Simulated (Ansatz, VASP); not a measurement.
**One calculation of H2RuCl, two programs**

```
H Ru Cl
1.0
     5.65569    0.00000    0.00000
     0.00000    4.59349    0.00000
     0.00000    0.00000    3.26701
H Ru Cl
4 2 2
Direct
  0.92458 0.00000 0.27079
  0.42458 0.00000 0.72921
  0.07542 0.00000 0.72921
  0.57542 0.00000 0.27079
  0.25000 0.00000 0.17087
  0.75000 0.00000 0.82913
  0.25000 0.50000 0.28418
  0.75000 0.50000 0.71582
```

Change from the starting cell: the structure that the rattled cell fell into.

Alike in both runs: task single point; functional PBE; k mesh 4 × 4 × 6; occupations gaussian, width 0.1 eV; no spin polarisation.

```csv
,VASP,Ansatz
version,VASP 6.6.1,Ansatz 0.2.0
potentials or method,"VASP PAW PBE potentials, release 64 (H, Ru_pv, Cl), cutoff 520 eV","scalar-relativistic, plane waves, PAW"
valence electrons in the cell,46,50
```

```csv
,VASP,Ansatz,Ansatz less VASP
gap on the k mesh at the Fermi level (eV),none,none,-
pressure (GPa),-0.1,0.1,+0.14
"traceless stress, the component that is largest in VASP (GPa)",-0.58,-0.60,-0.017
rms of the force components (eV/Å),0.100,0.098,-0.0019
```

Atom by atom the forces differ by 0.003 eV/Å (rms over components). A gap of «none» marks a metal or a gap that the smearing closes. VASP's potentials hold 46 valence electrons a cell and Ansatz's 50, so a difference there can come from the potentials and not from the codes.
